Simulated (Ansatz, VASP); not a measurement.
**One calculation of SiNi, two programs**

Contents of INCAR:

```
PREC = Accurate ; ENCUT = 520
EDIFF = 1E-8 ; ISMEAR = -1
SIGMA = 0.05 ; LREAL = False
LASPH = True ; NELM = 100
ALGO = Normal ; ISIF = 2
LWAVE = False ; LCHARG = False
GGA = PE ; LEFG = True
NBANDS = 22
```

File KPOINTS:

```
regular mesh
0
Gamma
  14 12 9
```

Contents of POSCAR:

```
SiNi
1.0
    2.9427706600      0.0000000000      0.0000000000
    0.0000000000      3.2803255400      0.0000000000
    0.0000000000      0.0000000000      4.6774467600
Si Ni
2 2
Direct
    0.0000000000      0.0000000000      0.1568568400
    0.5000000000      0.5000000000      0.8431431600
    0.0000000000      0.0000000000      0.6575044100
    0.5000000000      0.5000000000      0.3424955900
```

Input for Ansatz:

```yaml
crystal:
  lattice:
    - [2.94277066, 0.0, 0.0]
    - [0.0, 3.28032554, 0.0]
    - [0.0, 0.0, 4.67744676]
  atoms:
    - { symbol: Si, position: [0.0, 0.0, 0.15685684] }
    - { symbol: Si, position: [0.5, 0.5, 0.84314316] }
    - { symbol: Ni, position: [0.0, 0.0, 0.65750441] }
    - { symbol: Ni, position: [0.5, 0.5, 0.34249559] }
kpoints:
  mp_grid: { grid: [14, 12, 9] }
  band_path:
    path:
      - [0.0, 0.0, 0.0]
      - [0.5, 0.0, 0.0]
      - [0.5, 0.5, 0.0]
      - [0.0, 0.5, 0.0]
      - [0.0, 0.0, 0.0]
      - [0.0, 0.0, 0.5]
      - [0.5, 0.0, 0.5]
      - [0.5, 0.5, 0.5]
      - [0.0, 0.5, 0.5]
    npoints: 8
scf:
  occupations: { method: fermi_dirac, width: 0.05 }
hamiltonian:
  xc: pbe
  pseudopotentials: { kind: all_electron, datasets: crystal }
output:
  forces: true
  stress: true
  eigenvalues: true
  efg: { contact_densities: true }
```

Alike in both runs: task electric field gradients; functional PBE; k mesh 14 × 12 × 9; occupations fermi-dirac, width 0.05 eV; no spin polarisation.

|  | VASP | Ansatz |
| --- | --- | --- |
| version | VASP 6.6.1 | Ansatz 0.2.0 |
| potentials or method | VASP PAW PBE potentials, release 64 (Si, Ni), cutoff 520 eV | all-electron PAW with datasets made for the crystal, scalar-relativistic |

Ansatz gave:

| Property | Result |
| --- | --- |
| gap on the k mesh at the Fermi level (eV) | none |
| pressure (GPa) | 6.6 |
| traceless stress, the component that is largest in VASP (GPa) | -0.43 |
| rms of the force components (eV/Å) | 0.026 |

Question: Which values does VASP return?

Answer: gap on the k mesh at the Fermi level (eV): none; pressure (GPa): 6.7; traceless stress, the component that is largest in VASP (GPa): -0.52; rms of the force components (eV/Å): 0.031.

Atom by atom the forces differ by 0.005 eV/Å (rms over components). A gap of «none» marks a metal or a gap that the smearing closes. Ansatz ran all-electron here, and VASP with PAW potentials.
